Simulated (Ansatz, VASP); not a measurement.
Ge in VASP and in Ansatz

```
Ge
1.0
    -2.71057    2.71384    1.49935
     2.71384   -2.71057    1.49935
     2.72530    2.72530   -1.49337
Ge
2
Direct
  0.99976 0.00024 0.00000
  0.75024 0.24976 0.50000
```

Alike in both runs: task single point; functional RPBE; k mesh 14 × 14 × 10; occupations fermi-dirac, width 0.1 eV; no spin polarisation.

```csv
,VASP,Ansatz
version,VASP 6.6.1,Ansatz 0.2.0
potentials or method,"VASP PAW PBE potentials, release 64 (Ge_d), cutoff 520 eV","plane waves (420 eV) with PAW, scalar-relativistic"
valence electrons in the cell,28,28
```

Ansatz gave:

```
pressure (GPa)                                                : -5.4
traceless stress, the component that is largest in VASP (GPa) : 0.35
```

Q: What did VASP give for the same quantities?

A: Pressure (GPa): -5.6; traceless stress, the component that is largest in VASP (GPa): 0.35.

VASP's potentials were made for PBE, not for RPBE.
